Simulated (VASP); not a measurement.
# C (R-3m) in VASP: further runs

C is run at these levels: r2SCAN; tasks: single point.

All numbers are computed with VASP 6.6.1; they aren't measurements. Logs are shortened: lines on timing, memory, paths and dates and some standing lists are left out, and cuts for length are marked.

## (1) The cell of the first run

It takes space group R-3m (No. 166, trigonal). Conventional cell: a = 2.517 Å, b = 2.517 Å, c = 9.539 Å, α = 90.00°, β = 90.00°, γ = 120.00°. Within 1.9 Å of C (site symmetry 3m) lie 3 C at 1.45 Å.

## (2) Single point, r2SCAN (strain +0.025 along x and y, -0.050 along z)

POSCAR reads:

```
C
1.0
    1.2587270051      0.7267263753      3.1796602974
   -1.2587270051      0.7267263753      3.1796602974
    0.0000000000     -1.4534527505      3.1796602974
C
2
Direct
    0.1640000000      0.1640000000      0.1640000000
    0.8360000000      0.8360000000      0.8360000000
```

INCAR.step1 reads:

```
SYSTEM = C
PREC     = Accurate       ! precision mode
ENCUT    = 520            ! plane-wave cutoff, eV
ISMEAR   = 0              ! smearing method
SIGMA    = 0.05           ! smearing width, eV
LREAL    = .False.        ! projectors in reciprocal space
LASPH    = .True.         ! aspherical terms in the spheres
NELM     = 80             ! most SCF steps
NBANDS   = 11             ! bands
GGA      = PE             ! functional
ALGO     = Normal         ! electronic algorithm
EDIFF    = 1E-4           ! SCF threshold, eV
LWAVE    = .True.         ! write WAVECAR
LCHARG   = .False.        ! write CHGCAR
```

INCAR.step2 reads:

```
SYSTEM = C
PREC     = Accurate       ! precision mode
ENCUT    = 520            ! plane-wave cutoff, eV
EDIFF    = 1E-6           ! SCF threshold, eV
ISMEAR   = 0              ! smearing method
SIGMA    = 0.05           ! smearing width, eV
LREAL    = .False.        ! projectors in reciprocal space
LASPH    = .True.         ! aspherical terms in the spheres
NELM     = 80             ! most SCF steps
ALGO     = Normal         ! electronic algorithm
ISIF     = 2              ! what is computed and relaxed
LWAVE    = .False.        ! write WAVECAR
LCHARG   = .True.         ! write CHGCAR
METAGGA  = R2SCAN         ! meta-GGA
LMIXTAU  = .True.       
LELF     = .True.         ! ELF
LVHAR    = .True.       
NBANDS   = 11             ! bands
ISTART   = 1
```

KPOINTS reads:

```
Automatic mesh
0
Gamma
  12 12 12
  0 0 0
```

Potentials or basis: VASP PAW PBE potentials, release 64 (C).

The run is started by

```console
cat potpaw_PBE.64/C/POTCAR > POTCAR
cp INCAR.step1 INCAR
mpirun -np 1 vasp_std > vasp.out
cp INCAR.step2 INCAR
mpirun -np 1 vasp_std > vasp.out
```

OUTCAR:

```text
SYSTEM = C
   PREC = Accurate
   ENCUT = 520
   EDIFF = 1E-6
   ISMEAR = 0
   LREAL = .False.
   LASPH = .True.
   NELM = 80
   ISIF = 2
   METAGGA = R2SCAN
   ISTART = 1

 ion  position               nearest neighbor table
   1  0.164  0.164  0.164-   2 1.45   2 1.45   2 1.45
   2  0.836  0.836  0.836-   1 1.45   1 1.45   1 1.45

  LATTYP: Found a trigonal (rhomboedric) cell.
 ALAT       =     3.4961070500
 COS(alpha) =     0.7407470834

  Lattice vectors:

 A1 = (   1.2587270051,   0.7267263753,   3.1796602974)
 A2 = (  -1.2587270051,   0.7267263753,   3.1796602974)
 A3 = (   0.0000000000,  -1.4534527505,   3.1796602974)

Analysis of symmetry for initial positions (statically):
=====================================================================
 Subroutine PRICEL returns:
 Original cell was already a primitive cell.

 Routine SETGRP: Setting up the symmetry group for a
 trigonal (rhombohedral) supercell.

 Subroutine GETGRP returns: Found 12 space group operations
 (whereof 12 operations were pure point group operations)
 out of a pool of 12 trial point group operations.

The static configuration has the point symmetry D_3d.

Analysis of symmetry for dynamics (positions and initial velocities):
=====================================================================
 Subroutine PRICEL returns:
 Original cell was already a primitive cell.

 Routine SETGRP: Setting up the symmetry group for a
 trigonal (rhombohedral) supercell.

 Subroutine GETGRP returns: Found 12 space group operations
 (whereof 12 operations were pure point group operations)
 out of a pool of 12 trial point group operations.

The dynamic configuration has the point symmetry D_3d.

 Subroutine INISYM returns: Found 12 space group operations
 (whereof 12 operations are pure point group operations),
 and found     1 'primitive' translations

----------------------------------------------------------------------------------------

                                     Primitive cell

  volume of cell :      17.4516

  direct lattice vectors                    reciprocal lattice vectors
     1.258727005  0.726726375  3.179660297     0.397226720  0.229338954  0.104833002
    -1.258727005  0.726726375  3.179660297    -0.397226720  0.229338954  0.104833002
     0.000000000 -1.453452750  3.179660297     0.000000000 -0.458677908  0.104833002

  length of vectors
     3.496107050  3.496107050  3.496107050     0.470505453  0.470505453  0.470505453

  position of ions in fractional coordinates (direct lattice)
     0.164000000  0.164000000  0.164000000
     0.836000000  0.836000000  0.836000000

  ion indices of the primitive-cell ions
   primitive index   ion index
                 1           1
                 2           2

----------------------------------------------------------------------------------------

 KPOINTS: Automatic mesh

Automatic generation of k-mesh.
 Grid dimensions read from file:
 generate k-points for:   12   12   12

 Generating k-lattice:

  Cartesian coordinates                     Fractional coordinates (reciprocal lattice)
     0.033102227  0.019111579  0.008736083     0.083333333  0.000000000 -0.000000000
    -0.033102227  0.019111579  0.008736083     0.000000000  0.083333333 -0.000000000
     0.000000000 -0.038223159  0.008736083     0.000000000  0.000000000  0.083333333

  Length of vectors
     0.039208788  0.039208788  0.039208788

  Shift w.r.t. Gamma in fractional coordinates (k-lattice)
     0.000000000  0.000000000  0.000000000

 Subroutine IBZKPT returns following result:
 ===========================================

 Found    189 irreducible k-points:

 Following reciprocal coordinates:
            Coordinates               Weight
  0.000000  0.000000  0.000000      1.000000
  0.083333  0.000000  0.000000      6.000000
  0.166667 -0.000000 -0.000000      6.000000
  0.250000 -0.000000  0.000000      6.000000
  0.333333  0.000000  0.000000      6.000000
  0.416667  0.000000  0.000000      6.000000
[... 16 lines left out ...]
  0.500000  0.166667  0.000000     12.000000
 -0.416667  0.166667 -0.000000     12.000000
 [... further k-points ...]
   k-points           NKPTS =    189   k-points in BZ     NKDIM =    189   number of bands    NBANDS=     11
   number of dos      NEDOS =    301   number of ions     NIONS =      2
   total plane-waves  NPLWV =  21952
   dimension x,y,z NGX =    28 NGY =   28 NGZ =   28
   dimension x,y,z NGXF=    56 NGYF=   56 NGZF=   56
   ions per type =               2
   NGX,Y,Z   is equivalent  to a cutoff of  13.31, 13.31, 13.31 a.u.
   NGXF,Y,Z  is equivalent  to a cutoff of  26.63, 26.63, 26.63 a.u.
 SYSTEM =  C
   PREC   = accura    normal or accurate (medium, high low for compatibility)
   ISTART =      1    job   : 0-new  1-cont  2-samecut
   ICHARG =      0    charge: 1-file 2-atom 10-const
   ISPIN  =      1    spin polarized calculation?
   LNONCOLLINEAR =      F non collinear calculations
   LSORBIT =      F    spin-orbit coupling
   LASPH  =      T    aspherical Exc in radial PAW
   ENCUT  =  520.0 eV  38.22 Ry    6.18 a.u.   6.50  6.50  6.50*2*pi/ulx,y,z
   NELM   =     80;   NELMIN=  2; NELMDL=  0     # of ELM steps
   EDIFF  = 0.1E-05   stopping-criterion for ELM
   LREAL  =      F    real-space projection
   EDIFFG = 0.1E-04   stopping-criterion for IOM
   NSW    =      0    number of steps for IOM
   IBRION =     -1    ionic relax: 0-MD 1-quasi-New 2-CG
   NFREE  =      0    steps in history (QN), initial steepest desc. (CG)
   ISIF   =      2    stress and relaxation
   ISYM   =      2    0-nonsym 1-usesym 2-fastsym
   POTIM  = 0.5000    time-step for ionic-motion
   TEBEG  =    0.0;   TEEND  =   0.0 temperature during run
   PSTRESS=    0.0 pullay stress
   NELECT =       8.0000    total number of electrons
   NUPDOWN=      -1.0000    fix difference up-down
   EMIN   =  10.00;   EMAX   =-10.00  energy-range for DOS
   EFERMI =   0.00;   METHOD = LEGACY
   ISMEAR =     0;   SIGMA  =   0.05  broadening in eV -4-tet -1-fermi 0-gaus
   EFERMI_NEDOS =   21; number of points for ismear=-14 and -15
   IALGO  =     38    algorithm
   IMIX   =      4    mixing-type and parameters
     AMIX     =   0.40;   BMIX     =  1.00
     AMIX_MAG =   1.60;   BMIX_MAG =  1.00
  volume/ion in A,a.u.               =       8.73        58.88
  Fermi-wavevector in a.u.,A,eV,Ry     =   1.262293  2.385387 21.679284  1.593382
  Thomas-Fermi vector in A             =   2.395708
   LORBIT       =      0    0 simple, 1 ext, 2 COOP (PROOUT), +10 PAW based schemes
   METAGGA = R2SCAN    functional components
   LHFCALC =     F    Hartree Fock is set to
   AEXX    =    0.0000 exact exchange contribution
   IVDW    =     0    specifies the selected vdW correction
   LEPSILON=     F    determine dielectric tensor
   LRPA    =     F    only Hartree local field effects (RPA)
 non-spin polarized calculation
 Gauss-broadening in eV      SIGMA  =   0.05
  energy-cutoff  :      520.00
  volume of cell :       17.45
 maximum number of plane-waves:       485
 NGX is ok and might be reduce to    28
   NGX = 13   NGY = 13   NGZ = 13

 number of electron       8.0000000 magnetization

 Free energy of the ion-electron system (eV)
  ---------------------------------------------------
  ext. energy  EPLUGINS =         0.00000000
  ---------------------------------------------------
  free energy    TOTEN  =       -19.75711002 eV

  energy without entropy =      -19.75711002  energy(sigma->0) =      -19.75711002

 E-fermi :   4.4132     XC(G=0): -11.3535

 val. band max:        4.1938670107   @ k =  -0.3333   0.3333   0.0000
 cond. band min:       5.2543136433   @ k =  -0.3333   0.3333   0.0000
 fundamental gap:      1.0604466326
 Fermi energy:         4.4132348066

 k-point     1 :       0.0000    0.0000    0.0000
  band No.  band energies     occupation
      1     -15.6972      2.00000
      2      -1.3805      2.00000
      3       1.5722      2.00000
      4       1.5722      2.00000
      5       9.9886      0.00000
      6      13.0400      0.00000
      7      13.0400      0.00000
      8      16.1729      0.00000
      9      16.4263      0.00000
     10      27.9485      0.00000
     11      32.1361      0.00000

 k-point     2 :       0.0833    0.0000    0.0000
  band No.  band energies     occupation
      1     -15.5251      2.00000
      2      -1.2218      2.00000
      3       0.8836      2.00000
      4       1.2390      2.00000
      5      10.2199      0.00000
      6      13.1128      0.00000
      7      13.7281      0.00000
      8      15.6016      0.00000
      9      16.7932      0.00000
     10      28.4667      0.00000
     11      30.0564      0.00000

 k-point     3 :       0.1667   -0.0000   -0.0000
  band No.  band energies     occupation
      1     -15.0109      2.00000
      2      -0.8751      2.00000
      3      -0.7076      2.00000
      4       0.4568      2.00000
      5      10.8749      0.00000
      6      13.0198      0.00000
      7      14.1569      0.00000
      8      15.5532      0.00000
      9      17.9450      0.00000
     10      27.1219      0.00000
     11      28.5557      0.00000

 k-point     4 :       0.2500   -0.0000    0.0000
  band No.  band energies     occupation
      1     -14.1626      2.00000
      2      -3.0272      2.00000
      3      -0.4137      2.00000
      4       0.0387      2.00000
      5      11.2625      0.00000
      6      12.7795      0.00000
      7      12.8455      0.00000
      8      18.0731      0.00000
      9      19.4963      0.00000
     10      24.9522      0.00000
     11      26.8970      0.00000
[... 239 lines left out ...]
 k-point    22 :       0.4167    0.1667    0.0000
  band No.  band energies     occupation
      1     -12.4363      2.00000
      2      -5.2480      2.00000
      3      -2.8268      2.00000
      4       1.0582      2.00000
      5       9.1590      0.00000
      6      14.9416      0.00000
      7      15.4365      0.00000
      8      17.3191      0.00000
      9      20.4939      0.00000
     10      24.2118      0.00000
     11      27.2357      0.00000

 k-point    23 :       0.5000    0.1667    0.0000
  band No.  band energies     occupation
      1     -11.0226      2.00000
      2      -7.2149      2.00000
      3      -3.4118      2.00000
      4       2.3167      2.00000
      5       7.4945      0.00000
      6      14.8225      0.00000
      7      16.4247      0.00000
      8      18.4859      0.00000
      9      20.4412      0.00000
     10      23.9429      0.00000
     11      27.7042      0.00000

 k-point    24 :      -0.4167    0.1667   -0.0000
  band No.  band energies     occupation
      1      -9.9161      2.00000
      2      -8.5293      2.00000
      3      -3.6055      2.00000
      4       3.4074      2.00000
      5       6.3336      0.00000
      6      14.7215      0.00000
      7      16.7279      0.00000
      8      17.8721      0.00000
      9      21.0550      0.00000
     10      24.4094      0.00000
     11      28.2092      0.00000

 [... further k-points ...]
[... 5 lines left out ...]
  --------------------------------------------------------------------------------------
  -------------------------------------------------------------------------------------
  Total       -3.2054966     -3.2054966      0.4228641      0.0000000      0.0000000      0.0000000
  in kB     -294.2872581   -294.2872581     38.8219106      0.0000000      0.0000000      0.0000000
  external PRESSURE =    -183.2508685 kB  Pullay stress =       0.0000000 kB

 VOLUME and BASIS-vectors are now :
 -----------------------------------------------------------------------------
  energy-cutoff  :      520.00
  volume of cell :       17.45
      direct lattice vectors                 reciprocal lattice vectors
     1.258727005  0.726726375  3.179660297     0.397226720  0.229338954  0.104833002
    -1.258727005  0.726726375  3.179660297    -0.397226720  0.229338954  0.104833002
     0.000000000 -1.453452750  3.179660297     0.000000000 -0.458677908  0.104833002

 POSITION                                       TOTAL-FORCE (eV/Angst)
 -----------------------------------------------------------------------------------
      0.00000      0.00000      1.56439         0.000000      0.000000      0.822315
      0.00000      0.00000      7.97459         0.000000     -0.000000     -0.822315
 -----------------------------------------------------------------------------------
    total drift:                                0.000000     -0.000000      0.000000

  FREE ENERGIE OF THE ION-ELECTRON SYSTEM (eV)
  ---------------------------------------------------
  free  energy   TOTEN  =       -19.7571100164 eV

  energy  without entropy=      -19.7571100164  energy(sigma->0) =      -19.75711002
```

Run time: 2.3 min. Hardware: 1 thread of AMD EPYC 9R45 (Zen 5), shared host; peak memory 0.14 GiB.

What came out:

| Quantity | Value |
| --- | --- |
| Free energy | -19.7571 eV |
| Pressure | -18.3 GPa |
| Largest force | 0.822 eV/Å |
| Band gap on the k mesh | 1.06 eV, direct |

Forces on the atoms (eV/Å):
```
C    0.000  0.000  0.822
C    0.000  0.000 -0.822
```

Caveat: the cell differs from its parent crystal (strain +0.025 along x and y, -0.050 along z); the PAW data sets were made with another functional, which shifts forces and pressure a little. A k mesh can miss the band edges.

## (3) Single point, r2SCAN (strain +0.000 along x and y, +0.025 along z)

POSCAR reads:

```
C
1.0
    1.2280263465      0.7090013417      3.4306861104
   -1.2280263465      0.7090013417      3.4306861104
    0.0000000000     -1.4180026834      3.4306861104
C
2
Direct
    0.1640000000      0.1640000000      0.1640000000
    0.8360000000      0.8360000000      0.8360000000
```

INCAR.step1 reads:

```
SYSTEM = C
PREC = Accurate
ENCUT = 520
ISMEAR = 0
SIGMA = 0.05
LREAL = .FALSE.
LASPH = .TRUE.
NELM = 80
NBANDS = 11
GGA = PE
ALGO = Normal
EDIFF = 1E-4
LWAVE = .TRUE.
LCHARG = .FALSE.
```

INCAR.step2 reads:

```
SYSTEM = C
PREC = Accurate
ENCUT = 520
EDIFF = 1E-7
ISMEAR = 0
SIGMA = 0.05
LREAL = .FALSE.
LASPH = .TRUE.
NELM = 80
ALGO = Normal
ISIF = 2
LWAVE = .FALSE.
LCHARG = .TRUE.
METAGGA = R2SCAN
LMIXTAU = .TRUE.
LELF = .TRUE.
LVHAR = .TRUE.
NBANDS = 11
ISTART = 1
```

KPOINTS reads:

```
regular mesh
0
G
  12 12 12
  0 0 0
```

Potentials or basis: VASP PAW PBE potentials, release 64 (C).

The run is started by

```console
cat potpaw_PBE.64/C/POTCAR > POTCAR
cp INCAR.step1 INCAR
mpirun -np 1 vasp_std > vasp.out
cp INCAR.step2 INCAR
mpirun -np 1 vasp_std > vasp.out
```

Wall time 2.8 min (1 thread of AMD EPYC 9R45 (Zen 5), shared host); peak memory 0.14 GiB.

It converged, with:

* Free energy: -19.8488 eV
* Pressure: 0.6 GPa
* Largest force: 0.926 eV/Å
* Band gap on the k mesh: 0.69 eV, direct

Forces in eV/Å, atoms in the order of the input:
```
C    0.000  0.000  0.926
C    0.000  0.000 -0.926
```

Stress tensor (GPa, compression positive):
```
 0.96  0.00  0.00
 0.00  0.96  0.00
 0.00  0.00 -0.11
```

Levels at points of the mesh, in eV from the valence-band top:
| k point | band 2 | band 3 | band 4 | band 5 | band 6 | band 7 |
| --- | --- | --- | --- | --- | --- | --- |
| (0.00, 0.00, 0.00) | -6.80 | -2.82 | -2.82 | 4.52 | 9.10 | 9.10 |
| (0.50, 0.00, 0.00) | -13.75 | -6.42 | -1.80 | 2.33 | 8.31 | 13.01 |
| (0.50, 0.50, 0.00) | -13.68 | -6.47 | -2.54 | 1.86 | 7.96 | 13.73 |
| (0.50, 0.50, 0.50) | -8.61 | -2.84 | -2.84 | 9.07 | 9.07 | 10.91 |

Caveat: the cell differs from its parent crystal (strain +0.000 along x and y, +0.025 along z); the PAW data sets were made with another functional, which shifts forces and pressure a little.

## (4) Single point, r2SCAN (strain +0.025 along x and y, -0.025 along z)

POSCAR reads:

```
C
1.0
    1.2587270051      0.7267263753      3.2633355684
   -1.2587270051      0.7267263753      3.2633355684
    0.0000000000     -1.4534527505      3.2633355684
C
2
Direct
    0.1640000000      0.1640000000      0.1640000000
    0.8360000000      0.8360000000      0.8360000000
```

INCAR.step1 reads:

```
SYSTEM = C
PREC = Accurate ; ENCUT = 520
ISMEAR = 0 ; SIGMA = 0.05
LREAL = .FALSE. ; LASPH = .TRUE.
NELM = 100 ; NBANDS = 11
GGA = PE ; ALGO = Normal
EDIFF = 1E-4 ; LWAVE = .TRUE.
LCHARG = .FALSE.
```

INCAR.step2 reads:

```
SYSTEM = C
PREC = Accurate ; ENCUT = 520
EDIFF = 1E-6 ; ISMEAR = 0
SIGMA = 0.05 ; LREAL = .FALSE.
LASPH = .TRUE. ; NELM = 100
ALGO = Normal ; ISIF = 2
LWAVE = .FALSE. ; LCHARG = .TRUE.
METAGGA = R2SCAN ; LMIXTAU = .TRUE.
LELF = .TRUE. ; LVHAR = .TRUE.
NBANDS = 11 ; ISTART = 1
```

KPOINTS is that of step 3.

The run is started by

```console
cat potpaw_PBE.64/C/POTCAR > POTCAR
cp INCAR.step1 INCAR
mpirun -np 1 vasp_std > vasp.out
cp INCAR.step2 INCAR
mpirun -np 1 vasp_std > vasp.out
```

Wall time 2.2 min (1 thread of AMD EPYC 9R45 (Zen 5), shared host); peak memory 0.14 GiB.

Results (log left out):

| Quantity | Value |
| --- | --- |
| Free energy | -19.7661 eV |
| Pressure | -18.3 GPa |
| Largest force | 0.856 eV/Å |
| Band gap on the k mesh | 0.93 eV, direct |

Forces in eV/Å, atoms in the order of the input:
```
C    0.000  0.000  0.856
C    0.000  0.000 -0.856
```

Stress tensor (GPa, compression positive):
```
-28.54   0.00   0.00
  0.00 -28.54   0.00
  0.00   0.00   2.23
```

Levels at points of the mesh, in eV from the valence-band top:
```tsv
k point	band 1	band 2	band 3	band 4	band 5	band 6	band 7	band 8
(0.00, 0.00, 0.00)	-19.92	-5.83	-2.70	-2.70	5.43	8.77	8.77	11.94
(0.50, 0.00, 0.00)	-14.62	-13.16	-6.05	-1.39	2.45	7.77	13.27	13.54
(0.50, 0.50, 0.00)	-14.47	-13.05	-6.13	-2.40	1.90	7.26	14.03	16.99
(0.50, 0.50, 0.50)	-19.54	-8.21	-2.73	-2.73	8.71	8.71	11.85	12.12
```

Caveat: the cell differs from its parent crystal (strain +0.025 along x and y, -0.025 along z); the PAW data sets were made with another functional, which shifts forces and pressure a little. A k mesh can miss the band edges.

## (5) The runs side by side

```tsv
cell	gap on the mesh (eV)	pressure (GPa)	largest force (eV/Å)
a = 3.496 Å, angles 42.2°, 2 atoms	1.06	-18.3	0.82
a = 3.712 Å, angles 38.6°, 2 atoms	0.69	0.6	0.93
a = 3.572 Å, angles 41.3°, 2 atoms	0.93	-18.3	0.86
```

Alike in all rows: task single point; level r2SCAN; potentials or basis VASP PAW PBE potentials, release 64 (C); no spin polarisation; k mesh 12 × 12 × 12; cutoff (eV) 520; smearing gaussian 0.05 eV.

Caveats: the PAW data sets were made with another functional, which shifts forces and pressure a little.

Absolute energies hang on the potentials; compare differences alone.
